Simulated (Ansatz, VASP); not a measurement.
**One calculation of ZrGe2Pd3, two programs**

The input INCAR:

```
  ALGO = Normal
  EDIFF = 1E-7
  EDIFFG = -0.08
  ENCUT = 600
  GGA = PE
  IBRION = 2
  ISIF = 3
  ISMEAR = 0
  LASPH = T
  LCHARG = F
  LREAL = F
  LWAVE = F
  NELM = 100
  NSW = 36
  PREC = Accurate
  SIGMA = 0.2
```

The input KPOINTS:

```
k-points
0
Gamma
  4 4 3
```

Contents of POSCAR:

```
ZrGe2Pd3
1.0
    4.0367679700      0.0000000000      0.0000000000
    0.0000000000      4.0367679700      0.0000000000
    0.0000000000      0.0000000000      6.8771402900
Zr Ge Pd
1 2 3
Direct
    0.5000000000      0.5000000000      0.5000000000
    0.0000000000      0.5000000000      0.5000000000
    0.5000000000      0.0000000000      0.5000000000
    0.0000000000      0.0000000000      0.8319358700
    0.0000000000      0.0000000000      0.1680641300
    0.0000000000      0.0000000000      0.5000000000
```

Input for Ansatz:

```yaml
crystal:
  lattice:
    - [4.03676797, 0.0, 0.0]
    - [0.0, 4.03676797, 0.0]
    - [0.0, 0.0, 6.87714029]
  atoms:
    - { symbol: Zr, position: [0.5, 0.5, 0.5] }
    - { symbol: Ge, position: [0.0, 0.5, 0.5] }
    - { symbol: Ge, position: [0.5, 0.0, 0.5] }
    - { symbol: Pd, position: [0.0, 0.0, 0.83193587] }
    - { symbol: Pd, position: [0.0, 0.0, 0.16806413] }
    - { symbol: Pd, position: [0.0, 0.0, 0.5] }
basis:
  ecutwfc: 420
kpoints:
  mp_grid: { grid: [4, 4, 3] }
hamiltonian:
  xc: pbe
scf:
  occupations: { method: gaussian, width: 0.2 }
  lower_state_search: "off"
output:
  forces: true
  stress: true
  eigenvalues: true
relax:
  adjacent_minimum: "off"
  f_tol: 0.08
  max_steps: 16
  cell: { stress_tol: 0.8 }
```

Alike in both runs: task relaxation of cell and atoms; functional PBE; k mesh 4 × 4 × 3; occupations gaussian, width 0.2 eV; no spin polarisation.

|  | VASP | Ansatz |
| --- | --- | --- |
| version | VASP 6.6.1 | Ansatz 0.2.0 |
| potentials or method | VASP PAW PBE potentials, release 64 (Zr_sv, Ge_d, Pd), cutoff 600 eV | scalar-relativistic, plane waves, PAW |
| valence electrons in the cell | 70 | 94 |

```tsv
	VASP	Ansatz	Ansatz less VASP
gap on the k mesh at the Fermi level, each at its own relaxed structure (eV)	none	none	-
relaxed volume (Å³/atom)	33.68	34.31	+0.633
relaxed cell length with the largest relative difference (Å)	5.136	5.173	+0.0362
```

A gap of «none» marks a metal or a gap that the smearing closes. VASP's potentials hold 70 valence electrons a cell and Ansatz's 94, so a difference there can come from the potentials and not from the codes.

The k mesh is coarse, so the values compare programs but aren't converged. Noted on VASP's run: the volume moved by over 15 % at a fixed basis, so the end points are rough.
